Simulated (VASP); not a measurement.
Input of a VASP 6.6.1 run:

POSCAR

```
Ta2Si
1.0
   -3.1432016102      3.1432016102      2.5765127410
    3.1432016102     -3.1432016102      2.5765127410
    3.1432016102      3.1432016102     -2.5765127410
Ta Si
4 2
Direct
    0.6642822095      0.8357177905      0.5000000000
    0.8357177905      0.3357177905      0.1714355810
    0.3357177905      0.1642822095      0.5000000000
    0.1642822095      0.6642822095      0.8285644190
    0.2500000000      0.2500000000      0.0000000000
    0.7500000000      0.7500000000      0.0000000000
```

INCAR.step1

```
SYSTEM = Ta2Si
PREC = Accurate ; ENCUT = 520
ISMEAR = 0 ; SIGMA = 0.1
LREAL = .False. ; LASPH = .True.
NELM = 100 ; NBANDS = 35
GGA = PE ; ALGO = Normal
EDIFF = 1E-4 ; LWAVE = .True.
LCHARG = .False.
```

Contents of INCAR.step2:

```
SYSTEM = Ta2Si
PREC = Accurate ; ENCUT = 520
EDIFF = 1E-6 ; ISMEAR = 0
SIGMA = 0.1 ; LREAL = .False.
LASPH = .True. ; NELM = 100
ALGO = Normal ; ISIF = 2
LWAVE = .False. ; LCHARG = .True.
METAGGA = R2SCAN ; LMIXTAU = .True.
LELF = .True. ; LVHAR = .True.
NBANDS = 35 ; ISTART = 1
```

File KPOINTS:

```
regular mesh
0
Gamma
  10 10 10
  0 0 0
```

Potentials or basis: VASP PAW PBE potentials, release 64 (Ta_pv, Si).

The run is started by

```sh
$ cat potpaw_PBE.64/Ta_pv/POTCAR potpaw_PBE.64/Si/POTCAR > POTCAR
$ cp INCAR.step1 INCAR
$ mpirun -np 1 vasp_std > vasp.out
$ cp INCAR.step2 INCAR
$ mpirun -np 1 vasp_std > vasp.out
```

What does it give for the band gap on the k mesh?

Zero (bands 26 and 27 overlap by 0.69 eV).

Predict the pressure.

-11.5 GPa.

Caveat: the cell stands under tension; the PAW data sets were made with another functional, which shifts forces and pressure a little; spin-orbit coupling is left out, which moves the levels of the heavy elements.
